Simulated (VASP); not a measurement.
Input of a VASP 6.6.1 run:

The input POSCAR:

```
Pt
1.0
    2.9162060206     -0.0000000301      0.0005516544
   -1.4581030364      2.5255085416      0.0000000000
    1.4585104135      0.8420713799      2.1597014109
Pt
1
Direct
    0.0000000000      0.0000000000      0.0000000000
```

File INCAR.step1:

```
SYSTEM = Pt
  PREC = Accurate
  ENCUT = 520
  ISMEAR = 0
  SIGMA = 0.1
  LREAL = .FALSE.
  LASPH = .TRUE.
  NELM = 80
  NBANDS = 11
  ISYM = 0
  GGA = PE
  ALGO = Normal
  EDIFF = 1E-4
  LWAVE = .TRUE.
  LCHARG = .FALSE.
```

File INCAR.step2:

```
SYSTEM = Pt
  PREC = Accurate
  ENCUT = 520
  EDIFF = 1E-6
  ISMEAR = 0
  SIGMA = 0.1
  LREAL = .FALSE.
  LASPH = .TRUE.
  NELM = 80
  ALGO = Normal
  ISIF = 2
  LWAVE = .FALSE.
  LCHARG = .FALSE.
  METAGGA = R2SCAN
  LMIXTAU = .TRUE.
  NBANDS = 11
  ISYM = 0
  ISTART = 1
```

The input KPOINTS:

```
Automatic mesh
0
G
  12 12 16
  0 0 0
```

Potentials or basis: VASP PAW PBE potentials, release 64 (Pt).

The run is started by

```sh
$ cat potpaw_PBE.64/Pt/POTCAR > POTCAR
$ cp INCAR.step1 INCAR
$ mpirun -np 1 vasp_std > vasp.out
$ cp INCAR.step2 INCAR
$ mpirun -np 1 vasp_std > vasp.out
```

Question: What does it give for the pressure?

Answer: -6.7 GPa.

Question: Predict the band gap on the k mesh.

Answer: Zero (bands 5 and 6 overlap by 2.69 eV).

Stress tensor (GPa, compression positive):
```
-10.36   0.00   0.00
  0.00 -10.37   0.00
  0.00   0.00   0.71
```

Caveat: the stress differs along the axes, from -10 to 1 GPa; the PAW data sets were made with another functional, which shifts forces and pressure a little; spin-orbit coupling is left out, which moves the levels of the heavy elements.
